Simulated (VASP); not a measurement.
# Cd (Fm-3m) in VASP: single point with PBEsol

Aim: the single point of Cd with PBEsol.

All numbers are computed with VASP 6.6.1; they aren't measurements. Logs are shortened: lines on timing, memory, paths and dates and some standing lists are left out, and cuts for length are marked.

### Step 1. The cell of the first run

Symmetry: Fm-3m, No. 225, cubic system. The conventional cell has a = 4.376 Å, b = 4.376 Å, c = 4.376 Å, α = 90.00°, β = 90.00°, γ = 90.00°. Within 4.1 Å of Cd (site symmetry m-3m) lie 12 Cd at 3.09 Å.

This isn't the form of Cd at room conditions, which is hcp.

### Step 2. Single point, PBEsol

Contents of POSCAR:

```
Cd
1.0
    0.0000000000      2.1881116266      2.1881116266
    2.1881116266      0.0000000000      2.1881116266
    2.1881116266      2.1881116266      0.0000000000
Cd
1
Direct
    0.0000000000      0.0000000000      0.0000000000
```

Contents of INCAR.step1:

```
  PREC = Accurate
  ENCUT = 520
  EDIFF = 1E-6
  ISMEAR = -1
  SIGMA = 0.08
  LREAL = F
  LASPH = T
  NELM = 80
  ALGO = Normal
  ISIF = 2
  LWAVE = F
  LCHARG = T
  GGA = PS
  NBANDS = 12
```

Contents of KPOINTS.step1:

```
Automatic mesh
0
Gamma
  17 17 17
```

Contents of INCAR.step2:

```
  PREC = Accurate
  ENCUT = 520
  EDIFF = 1E-6
  ISMEAR = -5
  SIGMA = 0.08
  LREAL = F
  LASPH = T
  NELM = 80
  ALGO = Normal
  ISIF = 2
  LWAVE = F
  LCHARG = F
  GGA = PS
  LORBIT = 11
  NEDOS = 1001
  ICHARG = 11
```

Contents of KPOINTS.step2:

```
Automatic mesh
0
Gamma
  26 26 26
```

Potentials or basis: VASP PAW PBE potentials, release 64 (Cd).

Command:

```sh
cat potpaw_PBE.64/Cd/POTCAR > POTCAR
cp INCAR.step1 INCAR
cp KPOINTS.step1 KPOINTS
mpirun -np 1 vasp_std > vasp.out
cp INCAR.step2 INCAR
cp KPOINTS.step2 KPOINTS
mpirun -np 1 vasp_std > vasp.out
```

OUTCAR:

```text
PREC = Accurate
   ENCUT = 520
   EDIFF = 1E-6
   ISMEAR = -5
   LREAL = F
   LASPH = T
   NELM = 80
   ISIF = 2
   GGA = PS
   LORBIT = 11
   ICHARG = 11

 ion  position               nearest neighbor table
   1  0.000  0.000  0.000-

  LATTYP: Found a face centered cubic cell.
 ALAT       =     4.3762232532

  Lattice vectors:

 A1 = (   0.0000000000,   2.1881116266,   2.1881116266)
 A2 = (   2.1881116266,   0.0000000000,   2.1881116266)
 A3 = (   2.1881116266,   2.1881116266,   0.0000000000)

Analysis of symmetry for initial positions (statically):
=====================================================================
 Subroutine PRICEL returns:
 Original cell was already a primitive cell.

 Routine SETGRP: Setting up the symmetry group for a
 face centered cubic supercell.

 Subroutine GETGRP returns: Found 48 space group operations
 (whereof 48 operations were pure point group operations)
 out of a pool of 48 trial point group operations.

The static configuration has the point symmetry O_h .

Analysis of symmetry for dynamics (positions and initial velocities):
=====================================================================
 Subroutine PRICEL returns:
 Original cell was already a primitive cell.

 Routine SETGRP: Setting up the symmetry group for a
 face centered cubic supercell.

 Subroutine GETGRP returns: Found 48 space group operations
 (whereof 48 operations were pure point group operations)
 out of a pool of 48 trial point group operations.

The dynamic configuration has the point symmetry O_h .

 Subroutine INISYM returns: Found 48 space group operations
 (whereof 48 operations are pure point group operations),
 and found     1 'primitive' translations

----------------------------------------------------------------------------------------

                                     Primitive cell

  volume of cell :      20.9526

  direct lattice vectors                    reciprocal lattice vectors
     0.000000000  2.188111627  2.188111627    -0.228507538  0.228507538  0.228507538
     2.188111627  0.000000000  2.188111627     0.228507538 -0.228507538  0.228507538
     2.188111627  2.188111627  0.000000000     0.228507538  0.228507538 -0.228507538

  length of vectors
     3.094457138  3.094457138  3.094457138     0.395786665  0.395786665  0.395786665

  position of ions in fractional coordinates (direct lattice)
     0.000000000  0.000000000  0.000000000

  ion indices of the primitive-cell ions
   primitive index   ion index
                 1           1

----------------------------------------------------------------------------------------

 KPOINTS: Automatic mesh

Automatic generation of k-mesh.
 Grid dimensions read from file:
 generate k-points for:   26   26   26

 Generating k-lattice:

  Cartesian coordinates                     Fractional coordinates (reciprocal lattice)
    -0.008788751  0.008788751  0.008788751     0.038461538  0.000000000  0.000000000
     0.008788751 -0.008788751  0.008788751     0.000000000  0.038461538  0.000000000
     0.008788751  0.008788751 -0.008788751     0.000000000  0.000000000  0.038461538

  Length of vectors
     0.015222564  0.015222564  0.015222564

  Shift w.r.t. Gamma in fractional coordinates (k-lattice)
     0.000000000  0.000000000  0.000000000

 TETIRR: Found   2360 inequivalent tetrahedra from   105456

 Subroutine IBZKPT returns following result:
 ===========================================

 Found    511 irreducible k-points:

 Following reciprocal coordinates:
            Coordinates               Weight
  0.000000  0.000000  0.000000      1.000000
  0.038462  0.000000  0.000000      8.000000
  0.076923  0.000000  0.000000      8.000000
  0.115385  0.000000  0.000000      8.000000
  0.153846  0.000000  0.000000      8.000000
  0.192308  0.000000  0.000000      8.000000
[... 16 lines left out ...]
  0.346154  0.038462  0.000000     24.000000
  0.384615  0.038462  0.000000     24.000000
 [... further k-points ...]
   k-points           NKPTS =    511   k-points in BZ     NKDIM =    511   number of bands    NBANDS=     10
   number of dos      NEDOS =   1001   number of ions     NIONS =      1
   total plane-waves  NPLWV =  13824
   dimension x,y,z NGX =    24 NGY =   24 NGZ =   24
   dimension x,y,z NGXF=    48 NGYF=   48 NGZF=   48
   ions per type =               1
   NGX,Y,Z   is equivalent  to a cutoff of  12.89, 12.89, 12.89 a.u.
   NGXF,Y,Z  is equivalent  to a cutoff of  25.79, 25.79, 25.79 a.u.
 SYSTEM =  unknown system
   PREC   = accura    normal or accurate (medium, high low for compatibility)
   ISTART =      0    job   : 0-new  1-cont  2-samecut
   ICHARG =     11    charge: 1-file 2-atom 10-const
   ISPIN  =      1    spin polarized calculation?
   LNONCOLLINEAR =      F non collinear calculations
   LSORBIT =      F    spin-orbit coupling
   LASPH  =      T    aspherical Exc in radial PAW
   ENCUT  =  520.0 eV  38.22 Ry    6.18 a.u.   5.75  5.75  5.75*2*pi/ulx,y,z
   NELM   =     80;   NELMIN=  2; NELMDL=  0     # of ELM steps
   EDIFF  = 0.1E-05   stopping-criterion for ELM
   LREAL  =      F    real-space projection
   EDIFFG = 0.1E-04   stopping-criterion for IOM
   NSW    =      0    number of steps for IOM
   IBRION =     -1    ionic relax: 0-MD 1-quasi-New 2-CG
   NFREE  =      0    steps in history (QN), initial steepest desc. (CG)
   ISIF   =      2    stress and relaxation
   ISYM   =      2    0-nonsym 1-usesym 2-fastsym
   POTIM  = 0.5000    time-step for ionic-motion
   TEBEG  =    0.0;   TEEND  =   0.0 temperature during run
   PSTRESS=    0.0 pullay stress
   NELECT =      12.0000    total number of electrons
   NUPDOWN=      -1.0000    fix difference up-down
   EMIN   =  10.00;   EMAX   =-10.00  energy-range for DOS
   EFERMI =   0.00;   METHOD = LEGACY
   ISMEAR =    -5;   SIGMA  =   0.08  broadening in eV -4-tet -1-fermi 0-gaus
   EFERMI_NEDOS =   21; number of points for ismear=-14 and -15
   IALGO  =     38    algorithm
   IMIX   =      4    mixing-type and parameters
     AMIX     =   0.40;   BMIX     =  1.00
     AMIX_MAG =   1.60;   BMIX_MAG =  1.00
  volume/ion in A,a.u.               =      20.95       141.40
  Fermi-wavevector in a.u.,A,eV,Ry     =   1.359531  2.569141 25.147981  1.848324
  Thomas-Fermi vector in A             =   2.486271
   LORBIT       =     11    0 simple, 1 ext, 2 COOP (PROOUT), +10 PAW based schemes
   GGA     = PS    functional components
   LHFCALC =     F    Hartree Fock is set to
   AEXX    =    0.0000 exact exchange contribution
   IVDW    =     0    specifies the selected vdW correction
   LEPSILON=     F    determine dielectric tensor
   LRPA    =     F    only Hartree local field effects (RPA)
 non-spin polarized calculation
 Fermi weights with tetrahedron method with Bloechl corrections
  energy-cutoff  :      520.00
  volume of cell :       20.95
 maximum number of plane-waves:       588

 number of electron      12.0000006 magnetization

 Free energy of the ion-electron system (eV)
  ---------------------------------------------------
  ext. energy  EPLUGINS =         0.00000000
  ---------------------------------------------------
  free energy    TOTEN  =        -1.18664266 eV

  energy without entropy =       -1.18664266  energy(sigma->0) =       -1.18664266

 E-fermi :   2.9303     XC(G=0): -11.3829

 val. band max:        2.9846837297   @ k =  -0.3846   0.3077   0.0385
 cond. band min:       2.7625312072   @ k =  -0.3462   0.3077   0.1538
 fundamental gap:     -0.2221525225
 Fermi energy:         2.9303457358

 k-point     1 :       0.0000    0.0000    0.0000
  band No.  band energies     occupation
      1      -6.2286      2.00000
      2      -6.2286      2.00000
      3      -6.2286      2.00000
      4      -6.1782      2.00000
      5      -5.7269      2.00000
      6      -5.7269      2.00000
      7      16.9892      0.00000
      8      18.2824      0.00000
      9      18.2824      0.00000
     10      18.2824      0.00000

 k-point     2 :       0.0385    0.0000    0.0000
  band No.  band energies     occupation
      1      -6.2349      2.00000
      2      -6.2215      2.00000
      3      -6.2215      2.00000
      4      -6.1367      2.00000
      5      -5.7289      2.00000
      6      -5.7289      2.00000
      7      16.8640      0.00000
      8      17.7784      0.00000
      9      18.2186      0.00000
     10      18.2186      0.00000

 k-point     3 :       0.0769    0.0000    0.0000
  band No.  band energies     occupation
      1      -6.2594      2.00000
      2      -6.2018      2.00000
      3      -6.2018      2.00000
      4      -6.0057      2.00000
      5      -5.7334      2.00000
      6      -5.7334      2.00000
      7      16.0011      0.00000
      8      17.3515      0.00000
      9      18.0478      0.00000
     10      18.0478      0.00000

 k-point     4 :       0.1154    0.0000    0.0000
  band No.  band energies     occupation
      1      -6.3003      2.00000
      2      -6.1734      2.00000
      3      -6.1734      2.00000
      4      -5.7860      2.00000
      5      -5.7370      2.00000
      6      -5.7370      2.00000
      7      14.5935      0.00000
      8      17.2908      0.00000
      9      17.8117      0.00000
     10      17.8117      0.00000
[... 222 lines left out ...]
 k-point    22 :       0.3077    0.0385    0.0000
  band No.  band energies     occupation
      1      -6.5896      2.00000
      2      -6.1444      2.00000
      3      -6.1243      2.00000
      4      -5.6340      2.00000
      5      -5.5265      2.00000
      6      -3.5787      2.00000
      7       7.7507      0.00000
      8      15.7865      0.00000
      9      16.3482      0.00000
     10      17.3854      0.00000

 k-point    23 :       0.3462    0.0385    0.0000
  band No.  band energies     occupation
      1      -6.6510      2.00000
      2      -6.1685      2.00000
      3      -6.1462      2.00000
      4      -5.5579      2.00000
      5      -5.4603      2.00000
      6      -2.8837      2.00000
      7       6.3885      0.00000
      8      15.6287      0.00000
      9      16.1977      0.00000
     10      16.9047      0.00000

 k-point    24 :       0.3846    0.0385    0.0000
  band No.  band energies     occupation
      1      -6.7038      2.00000
      2      -6.1922      2.00000
      3      -6.1691      2.00000
      4      -5.4847      2.00000
      5      -5.4006      2.00000
      6      -2.1128      2.00000
      7       5.0854      0.00000
      8      15.5267      0.00000
      9      16.0681      0.00000
     10      16.4601      0.00000

 [... further k-points ...]

------------------------ aborting loop because EDIFF is reached ----------------------------------------

  FORCE on cell =-STRESS in cart. coord.  units (eV):
  Direction    XX          YY          ZZ          XY          YZ          ZX
  --------------------------------------------------------------------------------------
  -------------------------------------------------------------------------------------
  Total        0.0335064      0.0335064      0.0335064     -0.0000000      0.0000000      0.0000000
  in kB        2.5621199      2.5621199      2.5621199     -0.0000000      0.0000000      0.0000000
  external PRESSURE =       2.5621199 kB  Pullay stress =       0.0000000 kB

 VOLUME and BASIS-vectors are now :
 -----------------------------------------------------------------------------
  energy-cutoff  :      520.00
  volume of cell :       20.95
      direct lattice vectors                 reciprocal lattice vectors
     0.000000000  2.188111627  2.188111627    -0.228507538  0.228507538  0.228507538
     2.188111627  0.000000000  2.188111627     0.228507538 -0.228507538  0.228507538
     2.188111627  2.188111627  0.000000000     0.228507538  0.228507538 -0.228507538

 POSITION                                       TOTAL-FORCE (eV/Angst)
 -----------------------------------------------------------------------------------
      0.00000      0.00000      0.00000         0.000000     -0.000000      0.000000
 -----------------------------------------------------------------------------------
    total drift:                                0.000000      0.000000      0.000000

  FREE ENERGIE OF THE ION-ELECTRON SYSTEM (eV)
  ---------------------------------------------------
  free  energy   TOTEN  =        -1.1866426576 eV

  energy  without entropy=       -1.1866426576  energy(sigma->0) =       -1.18664266

 total charge

# of ion       s       p       d       tot
------------------------------------------
    1        0.535   0.304   9.483  10.322
```

It took 2.5 min on 1 thread of AMD EPYC 7R43 (Zen 3), shared host; peak memory 0.19 GiB.

What came out:

```yaml
Valence_electrons_inside_the_program's_atomic_spheres: Cd 10.32
```

Caveat: the PAW data sets were made with another functional, which shifts forces and pressure a little; tetrahedron occupations give inexact forces and stress in metals.
